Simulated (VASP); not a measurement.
# Cu2H3 (C2) in VASP: single point with PBE

Aim: the single point of Cu2H3 with PBE.

Program: VASP 6.6.1. These are calculated values, not measurements. Logs are shortened: lines on timing, memory, paths and dates and some standing lists are left out, and cuts for length are marked.

## (1) The cell of the first run

The structure is monoclinic, space group C2 (No. 5). Conventional cell: a = 4.248 Å, b = 4.142 Å, c = 4.534 Å, α = 90.00°, β = 110.34°, γ = 90.00°. Cu (site symmetry 1) has 5 H at 1.69 to 1.90 Å within 2.3 Å. H (site symmetry 1) has 3 Cu at 1.69 to 1.90 Å and 3 H at 2.01 to 2.23 Å within 2.3 Å. Within 2.3 Å of H (site symmetry 2) lie 4 Cu at 1.73 to 1.77 Å.

## (2) Single point, PBE

INCAR reads:

```
SYSTEM = Cu2H3
PREC = Accurate
ENCUT = 520
EDIFF = 1E-6
ISMEAR = 0
SIGMA = 0.1
LREAL = .False.
LASPH = .True.
NELM = 60
ALGO = Normal
ISIF = 2
LWAVE = .False.
LCHARG = .True.
GGA = PE
LELF = .True.
LVHAR = .True.
NBANDS = 20
```

KPOINTS reads:

```
Automatic mesh
0
Gamma
  14 14 10
  0 0 0
```

POSCAR reads:

```
Cu2H3
1.0
    2.1242201110     -2.0711473395     -0.0074127710
    2.1242201110      2.0711473395     -0.0074127710
   -1.5608119540      0.0000000000      4.2569370378
Cu H
2 3
Direct
    0.1471044549      0.2059982588      0.7820806211
    0.7940017412      0.8528955451      0.2179193789
    0.3551585611      0.0135887993      0.4085491408
    0.9864112007      0.6448414389      0.5914508592
    0.7185479821      0.2814520179      0.0000000000
```

Potentials or basis: VASP PAW PBE potentials, release 64 (Cu, H).

Command:

```console
$ cat potpaw_PBE.64/Cu/POTCAR potpaw_PBE.64/H/POTCAR > POTCAR
$ mpirun -np 1 vasp_std > vasp.out
```

OUTCAR:

```text
SYSTEM = Cu2H3
   PREC = Accurate
   ENCUT = 520
   EDIFF = 1E-6
   ISMEAR = 0
   LREAL = .False.
   LASPH = .True.
   NELM = 60
   ISIF = 2
   GGA = PE

 ion  position               nearest neighbor table
   1  0.147  0.206  0.782-   4 1.69   5 1.73   4 1.73   5 1.77   2 2.48   2 2.77   2 2.78   2 2.78

   2  0.794  0.853  0.218-   3 1.69   5 1.73   3 1.73   5 1.77   1 2.48   1 2.77   1 2.78   1 2.78

   3  0.355  0.014  0.409-   2 1.69   2 1.73
   4  0.986  0.645  0.591-   1 1.69   1 1.73
   5  0.719  0.281  0.000-   2 1.73   1 1.73   2 1.77   1 1.77

  LATTYP: Found a base centered monoclinic cell.
 ALAT       =     4.2484660898
 B/A-ratio  =     0.9750094720
 C/A-ratio  =     1.0672214487
 COS(beta)  =    -0.3475162638

  Lattice vectors:

 A1 = (   2.1242201110,  -2.0711473395,  -0.0074127710)
 A2 = (   2.1242201110,   2.0711473395,  -0.0074127710)
 A3 = (  -1.5608119540,   0.0000000000,   4.2569370378)

Analysis of symmetry for initial positions (statically):
=====================================================================
 Subroutine PRICEL returns:
 Original cell was already a primitive cell.

 Routine SETGRP: Setting up the symmetry group for a
 base centered monoclinic supercell.

 Subroutine GETGRP returns: Found  2 space group operations
 (whereof  2 operations were pure point group operations)
 out of a pool of  4 trial point group operations.

The static configuration has the point symmetry C_2 .

Analysis of symmetry for dynamics (positions and initial velocities):
=====================================================================
 Subroutine PRICEL returns:
 Original cell was already a primitive cell.

 Routine SETGRP: Setting up the symmetry group for a
 base centered monoclinic supercell.

 Subroutine GETGRP returns: Found  2 space group operations
 (whereof  2 operations were pure point group operations)
 out of a pool of  4 trial point group operations.

The dynamic configuration has the point symmetry C_2 .

 Subroutine INISYM returns: Found  2 space group operations
 (whereof  2 operations are pure point group operations),
 and found     1 'primitive' translations

----------------------------------------------------------------------------------------

                                     Primitive cell

  volume of cell :      37.4095

  direct lattice vectors                    reciprocal lattice vectors
     2.124220111 -2.071147339 -0.007412771     0.235682055 -0.241412086  0.086413157
     2.124220111  2.071147339 -0.007412771     0.235682055  0.241412086  0.086413157
    -1.560811954  0.000000000  4.256937038     0.000820805  0.000000000  0.235211635

  length of vectors
     2.966819396  2.966819396  4.534054135     0.348271532  0.348271532  0.235213067

  position of ions in fractional coordinates (direct lattice)
     0.147104455  0.205998259  0.782080621
     0.794001741  0.852895545  0.217919379
     0.355158561  0.013588799  0.408549141
     0.986411201  0.644841439  0.591450859
     0.718547982  0.281452018  1.000000000

  ion indices of the primitive-cell ions
   primitive index   ion index
                 1           1
                 2           2
                 3           3
                 4           4
                 5           5

----------------------------------------------------------------------------------------

 KPOINTS: Automatic mesh

Automatic generation of k-mesh.
 Grid dimensions read from file:
 generate k-points for:   14   14   10

 Generating k-lattice:

  Cartesian coordinates                     Fractional coordinates (reciprocal lattice)
     0.016834432 -0.017243720  0.006172368     0.071428571 -0.000000000  0.000000000
     0.016834432  0.017243720  0.006172368    -0.000000000  0.071428571  0.000000000
     0.000082080  0.000000000  0.023521164     0.000000000  0.000000000  0.100000000

  Length of vectors
     0.024876538  0.024876538  0.023521307

  Shift w.r.t. Gamma in fractional coordinates (k-lattice)
     0.000000000  0.000000000  0.000000000

 Subroutine IBZKPT returns following result:
 ===========================================

 Found    534 irreducible k-points:

 Following reciprocal coordinates:
            Coordinates               Weight
  0.000000  0.000000  0.000000      1.000000
  0.071429 -0.000000 -0.000000      4.000000
  0.142857  0.000000 -0.000000      4.000000
  0.214286  0.000000 -0.000000      4.000000
  0.285714  0.000000 -0.000000      4.000000
  0.357143  0.000000 -0.000000      4.000000
[... 16 lines left out ...]
  0.214286  0.142857  0.000000      4.000000
  0.285714  0.142857 -0.000000      4.000000
 [... further k-points ...]
   k-points           NKPTS =    534   k-points in BZ     NKDIM =    534   number of bands    NBANDS=     20
   number of dos      NEDOS =    301   number of ions     NIONS =      5
   total plane-waves  NPLWV =  20736
   dimension x,y,z NGX =    24 NGY =   24 NGZ =   36
   dimension x,y,z NGXF=    48 NGYF=   48 NGZF=   72
   ions per type =               2   3
   NGX,Y,Z   is equivalent  to a cutoff of  13.45, 13.45, 13.20 a.u.
   NGXF,Y,Z  is equivalent  to a cutoff of  26.90, 26.90, 26.40 a.u.
 SYSTEM =  Cu2H3
   PREC   = accura    normal or accurate (medium, high low for compatibility)
   ISTART =      0    job   : 0-new  1-cont  2-samecut
   ICHARG =      2    charge: 1-file 2-atom 10-const
   ISPIN  =      1    spin polarized calculation?
   LNONCOLLINEAR =      F non collinear calculations
   LSORBIT =      F    spin-orbit coupling
   LASPH  =      T    aspherical Exc in radial PAW
   ENCUT  =  520.0 eV  38.22 Ry    6.18 a.u.   5.52  5.52  8.43*2*pi/ulx,y,z
   NELM   =     60;   NELMIN=  2; NELMDL= -5     # of ELM steps
   EDIFF  = 0.1E-05   stopping-criterion for ELM
   LREAL  =      F    real-space projection
   EDIFFG = 0.1E-04   stopping-criterion for IOM
   NSW    =      0    number of steps for IOM
   IBRION =     -1    ionic relax: 0-MD 1-quasi-New 2-CG
   NFREE  =      0    steps in history (QN), initial steepest desc. (CG)
   ISIF   =      2    stress and relaxation
   ISYM   =      2    0-nonsym 1-usesym 2-fastsym
   POTIM  = 0.5000    time-step for ionic-motion
   TEBEG  =    0.0;   TEEND  =   0.0 temperature during run
   PSTRESS=    0.0 pullay stress
   NELECT =      25.0000    total number of electrons
   NUPDOWN=      -1.0000    fix difference up-down
   EMIN   =  10.00;   EMAX   =-10.00  energy-range for DOS
   EFERMI =   0.00;   METHOD = LEGACY
   ISMEAR =     0;   SIGMA  =   0.10  broadening in eV -4-tet -1-fermi 0-gaus
   EFERMI_NEDOS =   21; number of points for ismear=-14 and -15
   IALGO  =     38    algorithm
   IMIX   =      4    mixing-type and parameters
     AMIX     =   0.40;   BMIX     =  1.00
     AMIX_MAG =   1.60;   BMIX_MAG =  1.00
  volume/ion in A,a.u.               =       7.48        50.49
  Fermi-wavevector in a.u.,A,eV,Ry     =   1.431290  2.704746 27.872769  2.048591
  Thomas-Fermi vector in A             =   2.551043
   LORBIT       =      0    0 simple, 1 ext, 2 COOP (PROOUT), +10 PAW based schemes
   GGA     = PE    functional components
   LHFCALC =     F    Hartree Fock is set to
   AEXX    =    0.0000 exact exchange contribution
   IVDW    =     0    specifies the selected vdW correction
   LEPSILON=     F    determine dielectric tensor
   LRPA    =     F    only Hartree local field effects (RPA)
 non-spin polarized calculation
 Gauss-broadening in eV      SIGMA  =   0.10
  energy-cutoff  :      520.00
  volume of cell :       37.41
 maximum number of plane-waves:      1027
 NGX is ok and might be reduce to    24
   NGX = 11   NGY = 11   NGZ = 17

 number of electron      24.9999980 magnetization

 Free energy of the ion-electron system (eV)
  ---------------------------------------------------
  ext. energy  EPLUGINS =         0.00000000
  ---------------------------------------------------
  free energy    TOTEN  =       -16.27238436 eV

  energy without entropy =      -16.26828087  energy(sigma->0) =      -16.27033261

 E-fermi :   4.8475     XC(G=0): -11.2970

 val. band max:        4.8409259566   @ k =  -0.2857   0.2857   0.2000
 cond. band min:       4.8602125193   @ k =   0.5000   0.4286   0.3000
 fundamental gap:      0.0192865626
 Fermi energy:         4.8475018471

 k-point     1 :       0.0000    0.0000    0.0000
  band No.  band energies     occupation
      1      -6.0419      2.00000
      2      -1.2910      2.00000
      3      -0.2816      2.00000
      4       1.0574      2.00000
      5       1.2083      2.00000
      6       1.7497      2.00000
[... 12 lines left out ...]
     19      16.4144      0.00000
     20      19.3210      0.00000

 k-point     2 :       0.0714   -0.0000   -0.0000
  band No.  band energies     occupation
      1      -5.9552      2.00000
      2      -1.3040      2.00000
      3      -0.2780      2.00000
      4       1.0712      2.00000
      5       1.2131      2.00000
      6       1.6681      2.00000
[... 12 lines left out ...]
     19      16.7022      0.00000
     20      19.8582      0.00000

 k-point     3 :       0.1429    0.0000   -0.0000
  band No.  band energies     occupation
      1      -5.6979      2.00000
      2      -1.3405      2.00000
      3      -0.2814      2.00000
      4       1.1031      2.00000
      5       1.2367      2.00000
      6       1.5639      2.00000
[... 12 lines left out ...]
     19      17.2355      0.00000
     20      19.8273      0.00000

 k-point     4 :       0.2143    0.0000   -0.0000
  band No.  band energies     occupation
      1      -5.2799      2.00000
      2      -1.3963      2.00000
      3      -0.3252      2.00000
      4       1.1336      2.00000
      5       1.2886      2.00000
      6       1.5264      2.00000
[... 429 lines left out ...]
 k-point    23 :       0.2143    0.1429    0.0000
  band No.  band energies     occupation
      1      -4.9084      2.00000
      2      -1.4643      2.00000
      3      -0.3370      2.00000
      4       1.1109      2.00000
      5       1.1611      2.00000
      6       1.5811      2.00000
[... 12 lines left out ...]
     19      18.9463      0.00000
     20      20.1965      0.00000

 k-point    24 :       0.2857    0.1429   -0.0000
  band No.  band energies     occupation
      1      -4.3518      2.00000
      2      -1.5035      2.00000
      3      -0.4195      2.00000
      4       1.1138      2.00000
      5       1.1376      2.00000
      6       1.5563      2.00000
[... 12 lines left out ...]
     19      18.6084      0.00000
     20      19.4645      0.00000

 [... further k-points ...]

------------------------ aborting loop because EDIFF is reached ----------------------------------------

  FORCE on cell =-STRESS in cart. coord.  units (eV):
  Direction    XX          YY          ZZ          XY          YZ          ZX
  --------------------------------------------------------------------------------------
  -------------------------------------------------------------------------------------
  Total        0.0482482      0.0361652      0.0533434      0.0000000      0.0000000      0.0267977
  in kB        2.0663770      1.5488888      2.2845976      0.0000000      0.0000000      1.1476931
  external PRESSURE =       1.9666211 kB  Pullay stress =       0.0000000 kB

 VOLUME and BASIS-vectors are now :
 -----------------------------------------------------------------------------
  energy-cutoff  :      520.00
  volume of cell :       37.41
      direct lattice vectors                 reciprocal lattice vectors
     2.124220111 -2.071147339 -0.007412771     0.235682055 -0.241412086  0.086413157
     2.124220111  2.071147339 -0.007412771     0.235682055  0.241412086  0.086413157
    -1.560811954  0.000000000  4.256937038     0.000820805  0.000000000  0.235211635

 POSITION                                       TOTAL-FORCE (eV/Angst)
 -----------------------------------------------------------------------------------
     -0.47061      0.12198      3.32665         0.001741      0.000922     -0.002467
      3.15824      0.12198      0.91546        -0.001741      0.000922      0.002467
      0.14563     -0.70744      1.73643         0.005312     -0.000098      0.010351
      2.54200     -0.70744      2.50568        -0.005312     -0.000098     -0.010351
      2.12422     -0.90529     -0.00741        -0.000000     -0.001648      0.000000
 -----------------------------------------------------------------------------------
    total drift:                               -0.000000     -0.001801      0.000000

  FREE ENERGIE OF THE ION-ELECTRON SYSTEM (eV)
  ---------------------------------------------------
  free  energy   TOTEN  =       -16.2723843576 eV

  energy  without entropy=      -16.2682808702  energy(sigma->0) =      -16.27033261
```

Wall time 3.7 min (1 thread of Intel Xeon Platinum 8488C (Sapphire Rapids), shared host); peak memory 0.43 GiB.

What came out:

| Property | Result |
| --- | --- |
| Free energy | -16.2724 eV |
| Pressure | 0.2 GPa |
| Largest force | 0.012 eV/Å |
| Band gap on the k mesh | zero (an odd number of electrons rules out a gap without spin polarisation) |

Forces in eV/Å, atoms in the order of the input:
```
Cu   0.002  0.001 -0.002
Cu  -0.002  0.001  0.002
H    0.005  0.000  0.010
H   -0.005  0.000 -0.010
H    0.000 -0.002  0.000
```

Stress tensor (GPa, compression positive):
```
0.21 0.00 0.11
0.00 0.15 0.00
0.11 0.00 0.23
```

Levels at points of the mesh, in eV from the Fermi level:
| k point | band 10 | band 11 | band 12 | band 13 | band 14 | band 15 |
| --- | --- | --- | --- | --- | --- | --- |
| (0.00, 0.00, 0.00) | -2.82 | -2.52 | -2.37 | 0.91 | 5.48 | 8.37 |
| (0.50, 0.00, 0.00) | -2.52 | -2.23 | -2.04 | -0.61 | 2.51 | 6.44 |
| (0.50, 0.50, 0.00) | -2.46 | -2.29 | -1.03 | -0.21 | 2.29 | 3.88 |
| (0.00, 0.00, 0.50) | -2.52 | -2.52 | -2.50 | 2.90 | 7.53 | 7.98 |
| (0.50, 0.00, 0.50) | -2.57 | -2.34 | -2.21 | -1.52 | 1.70 | 7.37 |
| (0.50, 0.50, 0.50) | -2.50 | -2.18 | -0.29 | -0.23 | 1.99 | 4.37 |
